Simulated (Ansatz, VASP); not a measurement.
**Two plane-wave programs on AlN**

INCAR

```
ALGO     = Normal         # electronic algorithm
EDIFF    = 1E-6           # SCF threshold, eV
ENCUT    = 520            # plane-wave cutoff, eV
GGA      = PE             # functional
ISIF     = 2              # what is computed and relaxed
ISMEAR   = 0              # smearing method
LASPH    = True           # aspherical terms in the spheres
LCHARG   = False          # write CHGCAR
LREAL    = False          # projectors in reciprocal space
LWAVE    = False          # write WAVECAR
NBANDS   = 26             # bands
NELM     = 80             # most SCF steps
PREC     = Accurate       # precision mode
SIGMA    = 0.05           # smearing width, eV
```

File KPOINTS:

```
k-points
0
Gamma
  8 6 4
```

The input POSCAR:

```
AlN
1.0
   -3.3134793387      0.0000000000      0.0000000000
    0.0000000000      0.0000000000     -4.1875902400
    0.0000000000     -5.7391145645      0.0000000000
Al N
4 4
Direct
    0.5555307522      0.2423139018      0.1666666667
   -0.0555307522      0.2423139018      0.6666666667
    0.0555307522      0.7423139018      0.3333333333
    0.4444692478      0.7423139018      0.8333333333
    0.5535041009      0.7648056511      0.1666666667
   -0.0535041009      0.7648056511      0.6666666667
    0.0535041009      0.2648056511      0.3333333333
    0.4464958991      0.2648056511      0.8333333333
```

Input for Ansatz:

```yaml
crystal:
  lattice:
    - [-3.3134793387, 0.0, 0.0]
    - [0.0, 0.0, -4.18759024]
    - [0.0, -5.7391145645, 0.0]
  atoms:
    - { symbol: Al, position: [0.5555307522, 0.2423139018, 0.1666666667] }
    - { symbol: Al, position: [-0.0555307522, 0.2423139018, 0.6666666667] }
    - { symbol: Al, position: [0.0555307522, 0.7423139018, 0.3333333333] }
    - { symbol: Al, position: [0.4444692478, 0.7423139018, 0.8333333333] }
    - { symbol: "N", position: [0.5535041009, 0.7648056511, 0.1666666667] }
    - { symbol: "N", position: [-0.0535041009, 0.7648056511, 0.6666666667] }
    - { symbol: "N", position: [0.0535041009, 0.2648056511, 0.3333333333] }
    - { symbol: "N", position: [0.4464958991, 0.2648056511, 0.8333333333] }
basis:
  ecutwfc: 520.0
kpoints:
  mp_grid: { grid: [8, 6, 4] }
hamiltonian:
  xc: pbe
  pseudopotentials: { kind: paw, azcp: { folder: soft_1 } }
scf:
  occupations: { method: gaussian, width: 0.05 }
output:
  forces: true
  stress: true
  eigenvalues: true
```

Change from the starting cell: mode 4 frozen in at -0.184 Å and mode 5 at -0.062 Å (largest displacements).

Alike in both runs: task single point; functional PBE; k mesh 8 × 6 × 4; occupations gaussian, width 0.05 eV; no spin polarisation.

```csv
,VASP,Ansatz
version,VASP 6.6.1,Ansatz 0.2.0
potentials or method,"VASP PAW PBE potentials, release 64 (Al, N), cutoff 520 eV","scalar-relativistic, plane waves, PAW"
valence electrons in the cell,32,32
```

|  | VASP | Ansatz | Ansatz less VASP |
| --- | --- | --- | --- |
| gap on the k mesh at the Fermi level (eV) | 3.19 | 3.18 | -0.008 |
| least direct gap on the mesh (eV) | 3.19 | 3.18 | -0.008 |
| pressure (GPa) | -1.1 | -0.9 | +0.17 |
| traceless stress, the component that is largest in VASP (GPa) | 2.08 | 1.97 | -0.107 |
| rms of the force components (eV/Å) | 0.332 | 0.330 | -0.0014 |

Atom by atom the forces differ by 0.002 eV/Å (rms over components).
